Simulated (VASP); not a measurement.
Set up this calculation in VASP 6.6.1, as the native input.

| Item | Value |
| --- | --- |
| Task | single point |
| Functional | PBEsol |
| Potentials or basis | VASP PAW PBE potentials, release 64 (Ca_sv) |
| Cutoff | 520 eV |
| k mesh | 11 × 11 × 3 |
| Occupations | fermi-dirac, width 0.1 eV |
| Spin | no spin polarisation |
| Dipole correction | no |
| Further INCAR settings | ALGO = Normal; EDIFF = 1e-06; NBANDS = 28 |

The structure of Ca lies in POSCAR:

```
Ca
1.0
    3.8025294834      0.0000000000      0.0000000000
   -1.9012647417      3.2930871313      0.0000000000
    0.0000000000      0.0000000000     12.4846548509
Ca
4
Direct
    1.0000000000      0.0000000000      1.0000000000
    1.0000000000      0.0000000000      0.5000000000
    0.3333333333      0.6666666667      0.2500000000
    0.6666666667      0.3333333333      0.7500000000
```

This isn't the form of Ca at room conditions, which is fcc.

These files were run (other wordings do the same):

INCAR

```
ALGO = Normal
EDIFF = 1E-6
ENCUT = 520
GGA = PS
ISIF = 2
ISMEAR = -1
LASPH = T
LCHARG = F
LREAL = F
LWAVE = F
NBANDS = 28
NELM = 100
PREC = Accurate
SIGMA = 0.1
```

KPOINTS

```
k-points
0
Gamma
  11 11 3
```

Potentials or basis: VASP PAW PBE potentials, release 64 (Ca_sv).

Command:

```sh
$ cat potpaw_PBE.64/Ca_sv/POTCAR > POTCAR
$ mpirun -np 1 vasp_std > vasp.out
```

Results of the run:

- Pressure: 0.8 GPa
- Band gap on the k mesh: zero (bands 20 and 21 overlap by 0.30 eV)

Caveat: the PAW data sets were made with another functional, which shifts forces and pressure a little.

Run time: 2.8 min on 1 thread of Oxide Virtual Turin-like Processor, with other jobs on the host, peak memory 0.27 GiB.
